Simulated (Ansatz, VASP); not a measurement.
# ZnSe in VASP and in Ansatz

```
CELL_PARAMETERS angstrom
0.00000 2.63453 2.63453
2.63453 0.00000 2.63453
2.63453 2.63453 0.00000
ATOMIC_POSITIONS crystal
Se 0.00000 0.00000 0.00000
Zn 0.50000 0.50000 0.50000
```

Alike in both runs: task single point; functional PBEsol; k mesh 12 × 12 × 12; occupations gaussian, width 0.05 eV; no spin polarisation.

|  | VASP | Ansatz |
| --- | --- | --- |
| version | VASP 6.6.1 | Ansatz 0.2.0 |
| potentials or method | VASP PAW PBE potentials, release 64 (Se, Zn), cutoff 520 eV | scalar-relativistic, plane waves, PAW |
| valence electrons in the cell | 18 | 28 |

```tsv
	VASP	Ansatz	Ansatz less VASP
gap on the k mesh at the Fermi level (eV)	none	none	-
pressure (GPa)	0.4	0.1	-0.31
```

VASP's potentials were made for PBE, not for PBEsol. A gap of «none» marks a metal or a gap that the smearing closes. VASP's potentials hold 18 valence electrons a cell and Ansatz's 28, so a difference there can come from the potentials and not from the codes.
